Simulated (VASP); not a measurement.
Here is a VASP 6.6.1 calculation.

Contents of POSCAR:

```
CdS
1.0
    4.0652823512      0.0000000000      0.0000000000
   -2.0326411756      3.5206377897      0.0000000000
    0.0000000000      0.0000000000      6.5994716144
Cd S
2 2
Direct
    0.6666666667      0.3333333333      0.5000000000
    0.3333333333      0.6666666667      0.0000000000
    0.6666666667      0.3333333333      0.8750000000
    0.3333333333      0.6666666667      0.3750000000
```

INCAR.step1

```
ALGO = Normal ; EDIFF = 1E-5
ENCUT = 550 ; GGA = PE
GGA_COMPAT = False ; ISMEAR = -1
LASPH = True ; LCHARG = False
LREAL = False ; LSORBIT = True
LWAVE = True ; MAGMOM = 0 0 0 0 0 0 0 0 0 0 0 0
NBANDS = 50 ; NELM = 200
PREC = Accurate ; SIGMA = 0.05
```

INCAR.step2

```
ALGO = Normal ; EDIFF = 1E-6
ENCUT = 550 ; GGA_COMPAT = False
ISIF = 2 ; ISMEAR = -1
ISTART = 1 ; LASPH = True
LCHARG = False ; LMIXTAU = True
LORBIT = 11 ; LORBMOM = True
LREAL = False ; LSORBIT = True
LWAVE = False ; MAGMOM = 0 0 0 0 0 0 0 0 0 0 0 0
METAGGA = R2SCAN ; NBANDS = 50
NELM = 200 ; PREC = Accurate
SIGMA = 0.05
```

The input KPOINTS:

```
k-points
0
Gamma
  7 7 4
```

Potentials or basis: VASP PAW PBE potentials, release 64 (Cd, S).

Launch:

```console
$ cat potpaw_PBE.64/Cd/POTCAR potpaw_PBE.64/S/POTCAR > POTCAR
$ cp INCAR.step1 INCAR
$ mpirun -np 1 vasp_ncl > vasp.out
$ cp INCAR.step2 INCAR
$ mpirun -np 1 vasp_ncl > vasp.out
```

Predict the pressure.

5.5 GPa.

What does it give for the net moment?

0.00 μB per cell.

Estimate the largest force.

0.084 eV/Å.

Forces in eV/Å, atoms in the order of the input:
```
Cd   0.000  0.000 -0.084
Cd   0.000  0.000 -0.084
S    0.000  0.000  0.084
S    0.000  0.000  0.084
```

Caveat: the cell stands under pressure; the PAW data sets were made with another functional, which shifts forces and pressure a little.
